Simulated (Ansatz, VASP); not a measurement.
One calculation of Cd, two programs

Contents of POSCAR:

```
Cd
1.0
    2.9466085176      0.0000000000      0.0000000000
   -1.4733042588      2.5518378313      0.0000000000
    0.0000000000      0.0000000000      5.9189033951
Cd
2
Direct
    0.3333333333      0.6666666667      0.2500000000
    0.6666666667      0.3333333333      0.7500000000
```

The input INCAR.step1:

```
  ALGO = Normal
  EDIFF = 1E-4
  ENCUT = 520
  GGA = PE
  ISMEAR = -1
  LASPH = T
  LCHARG = F
  LREAL = F
  LWAVE = T
  NBANDS = 19
  NELM = 80
  PREC = Accurate
  SIGMA = 0.05
```

The input INCAR.step2:

```
  ALGO = Normal
  EDIFF = 1E-6
  ENCUT = 520
  ISIF = 2
  ISMEAR = -1
  ISTART = 1
  LASPH = T
  LCHARG = T
  LELF = T
  LMIXTAU = T
  LREAL = F
  LVHAR = T
  LWAVE = F
  METAGGA = R2SCAN
  NBANDS = 19
  NELM = 80
  PREC = Accurate
  SIGMA = 0.05
```

Contents of KPOINTS:

```
k-points
0
Gamma
  20 20 9
```

Input for Ansatz:

```yaml
crystal:
  lattice:
    - [2.9466085176, 0.0, 0.0]
    - [-1.4733042588, 2.5518378313, 0.0]
    - [0.0, 0.0, 5.9189033951]
  atoms:
    - { symbol: Cd, position: [0.3333333333, 0.6666666667, 0.25] }
    - { symbol: Cd, position: [0.6666666667, 0.3333333333, 0.75] }
kpoints:
  mp_grid: { grid: [20, 20, 9] }
scf:
  occupations: { method: fermi_dirac, width: 0.05 }
hamiltonian:
  xc: r2scan
  pseudopotentials: { kind: all_electron, datasets: crystal }
output:
  forces: true
  stress: true
  eigenvalues: true
```

Alike in both runs: task single point; functional r2SCAN; k mesh 20 × 20 × 9; occupations fermi-dirac, width 0.05 eV; no spin polarisation.

|  | VASP | Ansatz |
| --- | --- | --- |
| version | VASP 6.6.1 | Ansatz 0.2.0 |
| potentials or method | VASP PAW PBE potentials, release 64 (Cd), cutoff 520 eV | all-electron PAW with datasets made for the crystal, scalar-relativistic |

```csv
,VASP,Ansatz,Ansatz less VASP
pressure (GPa),0.4,0.0,-0.34
"traceless stress, the component that is largest in VASP (GPa)",-0.19,-0.03,+0.158
```

VASP's potentials were made for PBE, not for r2SCAN. Ansatz ran all-electron here, and VASP with PAW potentials.
